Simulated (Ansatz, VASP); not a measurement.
Al2Au in VASP and in Ansatz

```
Al Au
1.0
     0.00000    3.01987    3.01987
     3.01987    0.00000    3.01987
     3.01987    3.01987    0.00000
Al Au
2 1
Cartesian
  1.5099 1.5099 1.5099
  4.5298 4.5298 4.5298
  0.0000 0.0000 0.0000
```

Change from the starting cell: volume scaled by 1.02, crystal datasets.

Alike in both runs: task electric field gradients; functional LDA; k mesh 11 × 11 × 11; occupations fermi-dirac, width 0.05 eV; no spin polarisation.

```csv
,VASP,Ansatz
version,VASP 6.6.1,Ansatz 0.2.0
potentials or method,"VASP PAW LDA potentials, release 64 (Al, Au), cutoff 400 eV","all-electron PAW with datasets made for the crystal, scalar-relativistic"
```

```tsv
	VASP	Ansatz	Ansatz less VASP
pressure (GPa)	-4.4	-4.6	-0.19
```

LDA's correlation is that of Perdew and Zunger in VASP and of Perdew and Wang (1992) in Ansatz. Ansatz ran all-electron here, and VASP with PAW potentials.

Neither program's run includes spin-orbit coupling.
